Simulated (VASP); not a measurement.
# Be3CdSe4 (P-4m2) in VASP: relaxation of cell and atoms with PBE

Aim: the relaxation of cell and atoms of Be3CdSe4 with PBE.

Everything below comes from runs of VASP 6.6.1. Logs are shortened: lines on timing, memory, paths and dates and some standing lists are left out, and cuts for length are marked.

## Step 1: The cell of the first run

It takes space group P-4m2 (No. 115, tetragonal). Conventional cell: a = 3.833 Å, b = 3.833 Å, c = 10.929 Å, α = 90.00°, β = 90.00°, γ = 90.00°. Within 3.0 Å of Be (site symmetry 2mm) lie 4 Se at 2.26 to 2.28 Å. Within 3.0 Å of Be (site symmetry -4m2) lie 4 Se at 2.28 Å. Within 3.5 Å of Cd (site symmetry -4m2) lie 4 Se at 2.63 Å. Se (site symmetry 2mm) has 4 Be at 2.28 Å within 3.0 Å. Se (site symmetry 2mm) has 2 Be at 2.26 Å and 2 Cd at 2.63 Å within 3.0 Å.

## Step 2: Relaxation of cell and atoms, PBE

Input file INCAR:

```
SYSTEM = Be3CdSe4
  PREC = Accurate
  ENCUT = 600
  EDIFF = 1E-7
  ISMEAR = 0
  SIGMA = 0.02
  LREAL = .False.
  LASPH = .True.
  NELM = 120
  ALGO = Normal
  ISIF = 3
  LWAVE = .False.
  LCHARG = .False.
  GGA = PE
  IBRION = 2
  NSW = 100
  EDIFFG = -0.01
  GGA_COMPAT = .False.
  NELMIN = 4
```

Input file KPOINTS:

```
Automatic mesh
0
Gamma
  8 8 4
  0 0 0
```

Input file POSCAR:

```
Be3CdSe4
1.0
    3.8330253077      0.0000000000      0.0000000000
    0.0000000000      3.8330253077      0.0000000000
    0.0000000000      0.0000000000     10.9285821591
Be Cd Se
3 1 4
Direct
    0.5000000000      0.5000000000      0.2743093315
    0.5000000000      0.5000000000      0.7256906685
    0.0000000000      0.0000000000      0.5000000000
    0.0000000000      0.0000000000      0.0000000000
    0.5000000000      0.0000000000      0.3876537584
    0.0000000000      0.5000000000      0.6123462416
    0.5000000000      0.0000000000      0.8346013831
    0.0000000000      0.5000000000      0.1653986169
```

Potentials or basis: VASP PAW PBE potentials, release 64 (Be, Cd, Se).

On the command line:

```sh
$ cat potpaw_PBE.64/Be/POTCAR potpaw_PBE.64/Cd/POTCAR potpaw_PBE.64/Se/POTCAR > POTCAR
$ mpirun -np 1 vasp_std > vasp.out
```

OUTCAR:

```text
SYSTEM = Be3CdSe4
   PREC = Accurate
   ENCUT = 600
   EDIFF = 1E-7
   ISMEAR = 0
   LREAL = .False.
   LASPH = .True.
   NELM = 120
   ISIF = 3
   GGA = PE
   IBRION = 2
   NSW = 100
   EDIFFG = -0.01
   NELMIN = 4

 ion  position               nearest neighbor table
   1  0.500  0.500  0.274-   8 2.26   8 2.26   5 2.28   5 2.28
   2  0.500  0.500  0.726-   7 2.26   7 2.26   6 2.28   6 2.28
   3  0.000  0.000  0.500-   5 2.28   6 2.28   6 2.28   5 2.28
   4  0.000  0.000  0.000-   7 2.63   8 2.63   8 2.63   7 2.63
   5  0.500  0.000  0.388-   3 2.28   3 2.28   1 2.28   1 2.28
   6  0.000  0.500  0.612-   3 2.28   3 2.28   2 2.28   2 2.28
   7  0.500  0.000  0.835-   2 2.26   2 2.26   4 2.63   4 2.63
   8  0.000  0.500  0.165-   1 2.26   1 2.26   4 2.63   4 2.63

  LATTYP: Found a simple tetragonal cell.
 ALAT       =     3.8330253077
 C/A-ratio  =     2.8511635801

  Lattice vectors:

 A1 = (   3.8330253077,   0.0000000000,   0.0000000000)
 A2 = (   0.0000000000,   3.8330253077,   0.0000000000)
 A3 = (   0.0000000000,   0.0000000000,  10.9285821591)

Analysis of symmetry for initial positions (statically):
=====================================================================
 Subroutine PRICEL returns:
 Original cell was already a primitive cell.

 Routine SETGRP: Setting up the symmetry group for a
 simple tetragonal supercell.

 Subroutine GETGRP returns: Found  8 space group operations
 (whereof  8 operations were pure point group operations)
 out of a pool of 16 trial point group operations.

The static configuration has the point symmetry D_2d.

Analysis of symmetry for dynamics (positions and initial velocities):
=====================================================================
 Subroutine PRICEL returns:
 Original cell was already a primitive cell.

 Routine SETGRP: Setting up the symmetry group for a
 simple tetragonal supercell.

 Subroutine GETGRP returns: Found  8 space group operations
 (whereof  8 operations were pure point group operations)
 out of a pool of 16 trial point group operations.

The dynamic configuration has the point symmetry D_2d.

 Subroutine INISYM returns: Found  8 space group operations
 (whereof  8 operations are pure point group operations),
 and found     1 'primitive' translations

----------------------------------------------------------------------------------------

                                     Primitive cell

  volume of cell :     160.5636

[... 105 lines left out ...]
   NFREE  =      1    steps in history (QN), initial steepest desc. (CG)
   ISIF   =      3    stress and relaxation
   ISYM   =      2    0-nonsym 1-usesym 2-fastsym
   POTIM  = 0.5000    time-step for ionic-motion
   TEBEG  =    0.0;   TEEND  =   0.0 temperature during run
   PSTRESS=    0.0 pullay stress
   NELECT =      42.0000    total number of electrons
   NUPDOWN=      -1.0000    fix difference up-down
   EMIN   =  10.00;   EMAX   =-10.00  energy-range for DOS
   EFERMI =   0.00;   METHOD = LEGACY
   ISMEAR =     0;   SIGMA  =   0.02  broadening in eV -4-tet -1-fermi 0-gaus
   EFERMI_NEDOS =   21; number of points for ismear=-14 and -15
   IALGO  =     38    algorithm
   IMIX   =      4    mixing-type and parameters
     AMIX     =   0.40;   BMIX     =  1.00
     AMIX_MAG =   1.60;   BMIX_MAG =  1.00
  volume/ion in A,a.u.               =      20.07       135.44
  Fermi-wavevector in a.u.,A,eV,Ry     =   1.046989  1.978523 14.914521  1.096186
  Thomas-Fermi vector in A             =   2.181851
   LORBIT       =      0    0 simple, 1 ext, 2 COOP (PROOUT), +10 PAW based schemes
   GGA     = PE    functional components
   LHFCALC =     F    Hartree Fock is set to
   AEXX    =    0.0000 exact exchange contribution
   IVDW    =     0    specifies the selected vdW correction
   LEPSILON=     F    determine dielectric tensor
   LRPA    =     F    only Hartree local field effects (RPA)
 conjugate gradient relaxation of ions
 non-spin polarized calculation
 Gauss-broadening in eV      SIGMA  =   0.02
  energy-cutoff  :      600.00
  volume of cell :      160.56
 maximum number of plane-waves:      5388
 NGX is ok and might be reduce to    32
   NGX = 15   NGY = 15   NGZ = 43

--------------------------------------- Ionic step        1  -------------------------------------------

 number of electron      41.9999994 magnetization

 Free energy of the ion-electron system (eV)
  ---------------------------------------------------
  ext. energy  EPLUGINS =         0.00000000
  ---------------------------------------------------
  free energy    TOTEN  =       -31.59173535 eV

  energy without entropy =      -31.59173535  energy(sigma->0) =      -31.59173535

------------------------ aborting loop because EDIFF is reached ----------------------------------------

  FORCE on cell =-STRESS in cart. coord.  units (eV):
  Direction    XX          YY          ZZ          XY          YZ          ZX
  --------------------------------------------------------------------------------------
  -------------------------------------------------------------------------------------
  Total       -0.6018016     -0.6018016      1.2673242      0.0000000      0.0000000     -0.0000000
  in kB       -6.0050513     -6.0050513     12.6459403      0.0000000      0.0000000     -0.0000000
  external PRESSURE =       0.2119459 kB  Pullay stress =       0.0000000 kB
[... 323 lines left out ...]
--------------------------------------- Ionic step        9  -------------------------------------------

 number of electron      42.0000003 magnetization

 Free energy of the ion-electron system (eV)
  ---------------------------------------------------
  ext. energy  EPLUGINS =         0.00000000
  ---------------------------------------------------
  free energy    TOTEN  =       -31.61559404 eV

  energy without entropy =      -31.61559404  energy(sigma->0) =      -31.61559404

 E-fermi :   2.7699     XC(G=0):  -9.2345

 val. band max:        2.6746413550   @ k =   0.0000   0.0000   0.0000
 cond. band min:       4.8183955317   @ k =   0.0000   0.0000   0.0000
 fundamental gap:      2.1437541768
 Fermi energy:         2.7699072830

 k-point     1 :       0.0000    0.0000    0.0000
  band No.  band energies     occupation
      1     -10.9278      2.00000
      2     -10.4403      2.00000
      3     -10.0644      2.00000
      4      -9.4494      2.00000
      5      -5.5336      2.00000
      6      -5.4287      2.00000
[... 685 lines left out ...]
     25       7.6939      0.00000
     26       7.8492      0.00000

 [... further k-points ...]
[... 5 lines left out ...]
  --------------------------------------------------------------------------------------
  -------------------------------------------------------------------------------------
  Total       -0.0095610     -0.0095610     -0.0234892      0.0000000      0.0000000     -0.0000000
  in kB       -0.0954726     -0.0954726     -0.2345545      0.0000000      0.0000000     -0.0000000
  external PRESSURE =      -0.1418333 kB  Pullay stress =       0.0000000 kB
[... 23 lines left out ...]
  FREE ENERGIE OF THE ION-ELECTRON SYSTEM (eV)
  ---------------------------------------------------
  free  energy   TOTEN  =       -31.6155940388 eV

  energy  without entropy=      -31.6155940388  energy(sigma->0) =      -31.61559404

 reached required accuracy - stopping structural energy minimisation
```

CONTCAR:

```text
Be3CdSe4
   1.00000000000000
     3.7871621759077296    0.0000000000000000   -0.0000000000000000
     0.0000000000000000    3.7871621759077296    0.0000000000000000
    -0.0000000000000000    0.0000000000000000   11.1868529782221042
  Be              Cd              Se
     3     1     4
Direct
     0.5000000000000000    0.5000000000000000    0.2738600916041568
     0.5000000000000000    0.5000000000000000    0.7261399083958432
     0.0000000000000000    0.0000000000000000    0.5000000000000000
     0.0000000000000000    0.0000000000000000    0.0000000000000000
     0.5000000000000000    0.0000000000000000    0.3872718254773388
     0.0000000000000000    0.5000000000000000    0.6127281745226612
     0.5000000000000000    0.0000000000000000    0.8358193296535932
     1.0000000000000000    0.5000000000000000    0.1641806703464068

  0.00000000E+00  0.00000000E+00  0.00000000E+00
  0.00000000E+00  0.00000000E+00  0.00000000E+00
  0.00000000E+00  0.00000000E+00  0.00000000E+00
  0.00000000E+00  0.00000000E+00  0.00000000E+00
  0.00000000E+00  0.00000000E+00  0.00000000E+00
  0.00000000E+00  0.00000000E+00  0.00000000E+00
  0.00000000E+00  0.00000000E+00  0.00000000E+00
  0.00000000E+00  0.00000000E+00  0.00000000E+00
```

Run time: 9.4 min. Hardware: 1 thread of Intel Xeon 6975P-C (Granite Rapids), shared host; peak memory 0.46 GiB.

What came out:

```
Free energy                           : -31.6156 eV
Relaxed volume                        : 20.06 Å³/atom
Relaxed cell                          : a = 3.787 Å, b = 3.787 Å, c = 11.187 Å, α = 90.00°, β = 90.00°, γ = 90.00°
Space group after relaxing (to 0.1 Å) : P-4m2 (No. 115)
Energy gained by relaxing             : 3.0 meV/atom
Ionic steps                           : 9
Pressure after relaxing               : 0.0 GPa
Largest force after relaxing          : 0.010 eV/Å
Band gap on the k mesh                : 2.14 eV
```

Forces in eV/Å, atoms in the order of the input:
```
Be   0.000  0.000  0.000
Be   0.000  0.000  0.000
Be   0.000  0.000  0.000
Cd   0.000  0.000  0.000
Se   0.000  0.000 -0.004
Se   0.000  0.000  0.004
Se   0.000  0.000  0.010
Se   0.000  0.000 -0.010
```

Step by step:
```
step  energy change (eV)  largest force (eV/Å)  pressure (GPa)  volume (Å³)
   1              0.0000                0.0932            0.02       160.56
   2             -0.0126                0.0547           -0.02       160.62
   3             -0.0231                0.0773           -0.11       160.69
   4             -0.0231                0.0723           -0.11       160.69
   5             -0.0237                0.0195            0.06       160.26
   6             -0.0237                0.0200            0.06       160.26
   7             -0.0238                0.0149           -0.01       160.44
   8             -0.0238                0.0171           -0.03       160.48
   9             -0.0239                0.0099           -0.01       160.45
```

Final structure:
```
Be Cd Se
1.0
     3.78716    0.00000    0.00000
     0.00000    3.78716    0.00000
     0.00000    0.00000   11.18685
Be Cd Se
3 1 4
Direct
  0.50000 0.50000 0.27386
  0.50000 0.50000 0.72614
  0.00000 0.00000 0.50000
  0.00000 0.00000 0.00000
  0.50000 0.00000 0.38727
  0.00000 0.50000 0.61273
  0.50000 0.00000 0.83582
  0.00000 0.50000 0.16418
```

A k mesh can miss the band edges.
